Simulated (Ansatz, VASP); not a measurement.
This is a calculation of SnSe for Ansatz 0.2.0.

The input input.yaml:

```yaml
crystal:
  lattice:
    - [0.0, 2.9693193375, 2.9693193375]
    - [2.9693193375, 0.0, 2.9693193375]
    - [2.9693193375, 2.9693193375, 0.0]
  atoms:
    - { symbol: Sn, position: [0.0, 0.0, 0.0] }
    - { symbol: Se, position: [0.5, 0.5, 0.5] }
hamiltonian:
  xc: { exchange: pbe, correlation: none }
  pseudopotentials: { kind: paw }
kpoints:
  mp_grid: { grid: [8, 8, 8] }
scf:
  occupations: { method: fermi_dirac, width: 0.05 }
output:
  forces: true
  stress: true
  eigenvalues: true
```

Potentials or basis: Ansatz PAW.

Command:

```console
$ ansatz run input.yaml --threads 2 --pin off --max-ram 5120MiB --backend cpu --events-out ev --progress --plain --runs-dir out
```

Question: Translate it to VASP 6.6.1. Potentials there: VASP PAW PBE potentials, release 64 (Sn_d, Se).

Answer: As run (the cutoff follows the program's own potentials):

The input INCAR:

```
SYSTEM = SnSe
  AGGAC = 0.0
  ALDAC = 0.0
  ALGO = Normal
  EDIFF = 1E-7
  ENCUT = 520
  GGA = PE
  ISIF = 2
  ISMEAR = -1
  LASPH = .TRUE.
  LCHARG = .FALSE.
  LREAL = .FALSE.
  LWAVE = .FALSE.
  NBANDS = 17
  NELM = 100
  PREC = Accurate
  SIGMA = 0.05
```

KPOINTS

```
k-points
0
G
  8 8 8
  0 0 0
```

The input POSCAR:

```
SnSe
1.0
    0.0000000000      2.9693193375      2.9693193375
    2.9693193375      0.0000000000      2.9693193375
    2.9693193375      2.9693193375      0.0000000000
Sn Se
1 1
Direct
    0.0000000000      0.0000000000      0.0000000000
    0.5000000000      0.5000000000      0.5000000000
```

Potentials or basis: VASP PAW PBE potentials, release 64 (Sn_d, Se).

Launch:

```console
$ cat potpaw_PBE.64/Sn_d/POTCAR potpaw_PBE.64/Se/POTCAR > POTCAR
$ mpirun -np 1 vasp_std > vasp.out
```

Both were run:

|  | VASP | Ansatz | Ansatz less VASP |
| --- | --- | --- | --- |
| gap on the k mesh at the Fermi level (eV) | 0.57 | 0.57 | -0.003 |
| least direct gap on the mesh (eV) | 0.57 | 0.57 | -0.003 |
| pressure (GPa) | 13.5 | 13.5 | -0.05 |

VASP's potentials were made for PBE, not for PBE exchange alone. The functional is the same, so the differences come from potentials, cutoffs and numerics. VASP's potentials hold 20 valence electrons a cell and Ansatz's 30, so a difference there can come from the potentials and not from the codes.
